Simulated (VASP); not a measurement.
A run of VASP 6.6.1 is set up as follows.

File INCAR:

```
PREC = Accurate ; ENCUT = 550
EDIFF = 1E-7 ; ISMEAR = -1
SIGMA = 0.15 ; LREAL = F
LASPH = T ; NELM = 300
ALGO = All ; ISIF = 3
LWAVE = F ; LCHARG = F
GGA = PE ; IBRION = 2
NSW = 80 ; EDIFFG = -0.001
GGA_COMPAT = F ; NELMIN = 4
ISEARCH = 1 ; KPAR = 4
```

The input KPOINTS:

```
Automatic mesh
0
Gamma
  18 18 8
```

Contents of POSCAR:

```
Zn
1.0
    2.6328846420      0.0000000000      0.0000000000
   -1.3164423210      2.2801449852      0.0000000000
    0.0000000000      0.0000000000      5.1093801561
Zn
2
Direct
    0.3333333333      0.6666666667      0.2500000000
    0.6666666667      0.3333333333      0.7500000000
```

Potentials or basis: VASP PAW PBE potentials, release 64 (Zn).

Launch:

```console
$ cat potpaw_PBE.64/Zn/POTCAR > POTCAR
$ mpirun -np 4 vasp_std > vasp.out
```

(1) What does it give for the relaxed volume?

(2) What does it give for the relaxed cell?

(3) Predict the space group after relaxing (to 0.1 Å).

Answers

(1) 15.35 Å³/atom.

(2) a = 2.647 Å, b = 2.647 Å, c = 5.062 Å, α = 90.00°, β = 90.00°, γ = 120.00°.

(3) P6_3/mmc (No. 194).
